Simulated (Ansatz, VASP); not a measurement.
**CsCl in VASP and in Ansatz**

Contents of POSCAR:

```
CsCl
1.0
    4.1406758780      0.0000000000      0.0000000000
    0.0000000000      4.1406758780      0.0000000000
    0.0000000000      0.0000000000      4.1406758780
Cs Cl
1 1
Direct
    0.0000000000      0.0000000000      0.0000000000
    0.5000000000      0.5000000000      0.5000000000
```

INCAR.step1

```
SYSTEM = CsCl
PREC = Accurate
ENCUT = 400
EDIFF = 1E-5
ISMEAR = 0
SIGMA = 0.01
LREAL = .False.
LASPH = .True.
NELM = 120
ALGO = Normal
ISIF = 2
LWAVE = .True.
LCHARG = .False.
NBANDS = 15
GGA = PE
GGA_COMPAT = .False.
```

Contents of INCAR.step2:

```
SYSTEM = CsCl
PREC = Accurate
ENCUT = 400
EDIFF = 1E-6
ISMEAR = 0
SIGMA = 0.01
LREAL = .False.
LASPH = .True.
NELM = 120
ALGO = Normal
ISIF = 2
LWAVE = .False.
LCHARG = .False.
GGA = PE
LHFCALC = .True.
AEXX = 0.15
HFSCREEN = 0.5
PRECFOCK = Normal
NBANDS = 15
ISTART = 1
GGA_COMPAT = .False.
```

File KPOINTS:

```
Automatic mesh
0
Gamma
  4 4 4
  0 0 0
```

Input for Ansatz:

```yaml
crystal:
  lattice:
    - [4.140675878, 0.0, 0.0]
    - [0.0, 4.140675878, 0.0]
    - [0.0, 0.0, 4.140675878]
  atoms:
    - { symbol: Cs, position: [0.0, 0.0, 0.0] }
    - { symbol: Cl, position: [0.5, 0.5, 0.5] }
kpoints:
  mp_grid: { grid: [4, 4, 4] }
hamiltonian:
  xc: { exchange: pbe, correlation: pbe, exx: { coeff: 0.15, omega: 0.5 } }
scf:
  occupations: { method: fixed }
  n_extra_bands: 4
output:
  forces: true
  stress: true
  eigenvalues: true
```

Alike in both runs: task single point; functional PBE-based screened hybrid with a share of 0.15 of exact exchange and HFSCREEN = 0.5; k mesh 4 × 4 × 4; no spin polarisation.

```csv
,VASP,Ansatz
version,VASP 6.6.1,Ansatz 0.2.0
potentials or method,"VASP PAW PBE potentials, release 64 (Cs_sv, Cl)",plane waves
plane-wave cutoff (eV),400,420
occupations,"gaussian, width 0.01 eV",fixed
valence electrons in the cell,16,16
```

Ansatz gave:

* gap on the k mesh at the Fermi level (eV): 5.63
* pressure (GPa): 0.6

Problem. Estimate VASP's values.

Solution. gap on the k mesh at the Fermi level (eV): 5.61; pressure (GPa): 0.6.

VASP's potentials were made for PBE, not for PBE-based screened hybrid. Ansatz's warnings: stress exchange threshold loose, stress scf threshold loose.

Spin-orbit coupling is off throughout.
